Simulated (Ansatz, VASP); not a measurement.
# Ge2P: VASP beside Ansatz

```
Ge P
1.0
     4.55978    0.00000    0.00000
    -2.27989    3.94889    0.00000
     0.00000    0.00000    3.01914
Ge P
2 1
Direct
  0.33333 0.66667 0.50000
  0.66667 0.33333 0.50000
  0.00000 0.00000 0.00000
```

Change from the starting cell: species swapped into the LuSi2 type (P6/mmm, No. 191).

Alike in both runs: functional PBE; k mesh 6 × 6 × 4; occupations gaussian, width 0.1 eV; no spin polarisation.

Ansatz relaxed the structure, and its values are those at the end. VASP's run is a single point on that final structure, the one shown.

```csv
,VASP,Ansatz
version,VASP 6.6.1,Ansatz 0.2.0
potentials or method,"VASP PAW PBE potentials, release 64 (Ge_d, P), cutoff 520 eV","scalar-relativistic, plane waves, PAW"
valence electrons in the cell,33,33
```

|  | VASP | Ansatz | Ansatz less VASP |
| --- | --- | --- | --- |
| gap on the k mesh at the Fermi level (eV) | none | none | - |
| pressure (GPa) | -0.2 | -0.2 | +0.01 |

A gap of «none» marks a metal or a gap that the smearing closes. The functional is the same, so the differences come from potentials, cutoffs and numerics.

The k mesh is coarse, so the values compare programs but aren't converged.
